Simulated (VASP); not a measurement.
# Fe: single point with PBE-based screened hybrid with 25 % exact exchange

Fe:

```xyz
1
Lattice="-1.4430 1.4430 1.4430 1.4430 -1.4430 1.4430 1.4430 1.4430 -1.4430" Properties=species:S:1:pos:R:3 pbc="T T T"
Fe    0.0000    0.0000    0.0000
```

| Item | Value |
| --- | --- |
| Program | VASP 6.6.1 |
| Task | single point |
| Functional | PBE-based screened hybrid with 25 % exact exchange |
| Potentials or basis | VASP PAW PBE potentials, release 64 (Fe) |
| Cutoff | 520 eV |
| k mesh | 7 × 7 × 7 |
| Occupations | fermi-dirac, width 0.05 eV |
| Spin | collinear spin, ferromagnetic start |
| Starting moments | [3.0] μB |

* Pressure: 6.1 GPa
* Net moment: 2.89 μB per cell
* Site moments: Fe +2.95 μB
* Valence electrons inside the program's atomic spheres: Fe 7.18

Levels at points of the mesh, in eV from the Fermi level:
Spin up:
```tsv
k point	band 3	band 4	band 5	band 6	band 7	band 8
(0.00, 0.00, 0.00)	-4.99	-4.99	-3.78	-3.78	25.34	25.34
```
Spin down:
| k point | band 1 | band 2 | band 3 | band 4 | band 5 | band 6 | band 7 | band 8 |
| --- | --- | --- | --- | --- | --- | --- | --- | --- |
| (0.00, 0.00, 0.00) | -9.66 | 0.83 | 0.83 | 0.83 | 3.42 | 3.42 | 24.60 | 24.60 |

It took 14 min on 1 thread of Intel(R) Xeon(R) Platinum 8488C (Sapphire Rapids) (shared host), peak memory 0.23 GiB.

Caveat: the k points lie up to 0.44 Å⁻¹ apart; the PAW data sets were made with another functional, which shifts forces and pressure a little.
